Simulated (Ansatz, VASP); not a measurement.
## InSe in VASP and in Ansatz

```
In Se
1.0
     1.97297    1.13909    8.32593
    -1.97297    1.13909    8.32593
     0.00000   -2.27819    8.32593
In Se
2 2
Cartesian
  0.0000 0.0000 22.1953
  0.0000 0.0000 0.0000
  0.0000 0.0000 4.2937
  0.0000 0.0000 9.5790
```

Change from the starting cell: volume scaled by 0.96.

Alike in both runs: functional revPBE; k mesh 8 × 8 × 8; occupations fermi-dirac, width 0.01 eV; collinear spin.

```csv
,VASP,Ansatz
version,VASP 6.6.1,Ansatz 0.2.0
potentials or method,"VASP PAW PBE potentials, release 64 (In_d, Se), cutoff 520 eV","all-electron LAPW, scalar-relativistic"
task,single point,optical spectrum
```

Ansatz gave:

```
gap on the k mesh at the Fermi level (eV) : 0.66
least direct gap on the mesh (eV)         : 0.66
net moment per atom (μB)                  : 0.00
```

**Question.** What did VASP give for the same quantities?

**Answer.** gap on the k mesh at the Fermi level (eV): 0.64; least direct gap on the mesh (eV): 0.64; net moment per atom (μB): 0.00.

VASP's potentials were made for PBE, not for revPBE. Ansatz ran all-electron here, and VASP with PAW potentials.
